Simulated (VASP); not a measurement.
Here is a VASP 6.6.1 calculation.

INCAR

```
SYSTEM = Mg
PREC = Accurate
ENCUT = 520
EDIFF = 1E-6
ISMEAR = 0
SIGMA = 0.15
LREAL = .FALSE.
LASPH = .TRUE.
NELM = 60
ALGO = Normal
ISIF = 2
LWAVE = .FALSE.
LCHARG = .FALSE.
GGA = PE
NBANDS = 7
```

File KPOINTS:

```
regular mesh
0
G
  20 20 20
  0 0 0
```

Contents of POSCAR:

```
Mg
1.0
   -1.7826747553      1.7826747553      1.7593217160
    1.7826747553     -1.7826747553      1.7593217160
    1.7826747553      1.7826747553     -1.7593217160
Mg
1
Direct
    0.0000000000      0.0000000000      0.0000000000
```

Potentials or basis: VASP PAW PBE potentials, release 64 (Mg).

Run with:

```sh
$ cat potpaw_PBE.64/Mg/POTCAR > POTCAR
$ mpirun -np 1 vasp_std > vasp.out
```

Task: Estimate the pressure.

Result: 0.8 GPa.

Task: What does it give for the band gap on the k mesh?

Result: Zero (band 1 reaches 6.62 eV, above the bottom of band 2 at 1.82 eV).
